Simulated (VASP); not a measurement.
# Pd: single point with PBE

Pd:

```
Pd
1.0
     2.34413    0.00000    0.00000
    -1.17206    2.03007    0.00000
     0.00000    0.00000    3.89073
Pd
2
Direct
  0.33333 0.66667 0.25000
  0.66667 0.33333 0.75000
```

```json
{
  "Program": "VASP 6.6.1",
  "Task": "single point",
  "Functional": "PBE",
  "Potentials or basis": "VASP PAW PBE potentials, release 64 (Pd)",
  "Cutoff": "500 eV",
  "k mesh": "26 × 26 × 14",
  "Occupations": "fermi-dirac, width 0.1 eV",
  "Spin": "no spin polarisation"
}
```

```
Pressure               : 325.3 GPa
Band gap on the k mesh : zero (band 10 reaches 20.72 eV, above the bottom of band 11 at 18.68 eV)
```

Stress tensor (GPa, compression positive):
```
325.15   0.00   0.00
  0.00 325.15   0.00
  0.00   0.00 325.58
```

Levels at points of the mesh, in eV from the Fermi level:
```csv
k point,band 6,band 7,band 8,band 9,band 10,band 11,band 12,band 13,band 14,band 15
"(0.00, 0.00, 0.00)",-5.06,-5.06,-3.67,-3.67,-0.60,-0.60,-0.14,11.88,16.19,18.42
"(0.50, 0.00, 0.00)",-4.49,-3.82,0.09,0.16,0.54,3.95,7.05,13.44,13.55,15.12
"(0.00, 0.00, 0.50)",-5.94,-5.74,-5.74,-1.50,-1.50,-1.50,-1.50,15.61,15.61,20.36
"(0.50, 0.00, 0.50)",-3.47,-1.28,-1.28,0.35,0.35,3.17,3.17,13.08,13.08,18.53
```

Run time: 5.1 min on 1 thread of AMD EPYC 7R13, on a shared host, peak memory 0.21 GiB.
